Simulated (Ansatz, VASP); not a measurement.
# BaTe: VASP beside Ansatz

Contents of INCAR:

```
SYSTEM = BaTe
  PREC = Accurate
  ENCUT = 520
  EDIFF = 1E-8
  ISMEAR = -5
  SIGMA = 0.1
  LREAL = .False.
  LASPH = .True.
  NELM = 80
  ALGO = Normal
  ISIF = 2
  LWAVE = .False.
  LCHARG = .False.
  GGA = PE
  LEFG = .True.
  NBANDS = 15
```

The input KPOINTS:

```
Automatic mesh
0
Gamma
  7 7 7
  0 0 0
```

File POSCAR:

```
BaTe
1.0
    0.0000000000      3.4100000000      3.4100000000
    3.4100000000      0.0000000000      3.4100000000
    3.4100000000      3.4100000000      0.0000000000
Ba Te
1 1
Direct
    0.0000000000      0.0000000000      0.0000000000
    0.5000000000      0.5000000000      0.5000000000
```

Input for Ansatz:

```yaml
crystal:
  lattice:
    - [0.0, 3.41, 3.41]
    - [3.41, 0.0, 3.41]
    - [3.41, 3.41, 0.0]
  atoms:
    - { symbol: Ba, position: [0.0, 0.0, 0.0] }
    - { symbol: Te, position: [0.5, 0.5, 0.5] }
kpoints:
  mp_grid: { grid: [7, 7, 7] }
scf:
  occupations: { method: tetrahedron }
  lower_state_search: "off"
hamiltonian:
  xc: pbe
  pseudopotentials: { kind: paw }
output:
  forces: true
  stress: true
  populations: true
  efg: { quadrupole_moments_barn: { Ba: 0.236 }, contact_densities: true }
  write_density: true
  write_potential: true
  elf: true
  volumetric_format: npy
```

Alike in both runs: task electric field gradients; functional PBE; k mesh 7 × 7 × 7; occupations tetrahedron; no spin polarisation.

|  | VASP | Ansatz |
| --- | --- | --- |
| version | VASP 6.6.1 | Ansatz 0.2.0 |
| potentials or method | VASP PAW PBE potentials, release 64 (Ba_sv, Te) | plane-wave PAW, scalar-relativistic |
| plane-wave cutoff (eV) | 520 | 420 |
| valence electrons in the cell | 16 | 26 |

Ansatz gave:

```
gap on the k mesh at the Fermi level (eV) : 1.48
pressure (GPa)                            : 3.8
```

**Question.** What did VASP give for the same quantities?

**Answer.** gap on the k mesh at the Fermi level (eV): 1.38; pressure (GPa): 4.2.

VASP's potentials hold 16 valence electrons a cell and Ansatz's 26, so a difference there can come from the potentials and not from the codes. Ansatz's warnings: band table not solved further, tetrahedron derivatives may miss energy slope.

Spin-orbit coupling is off throughout.
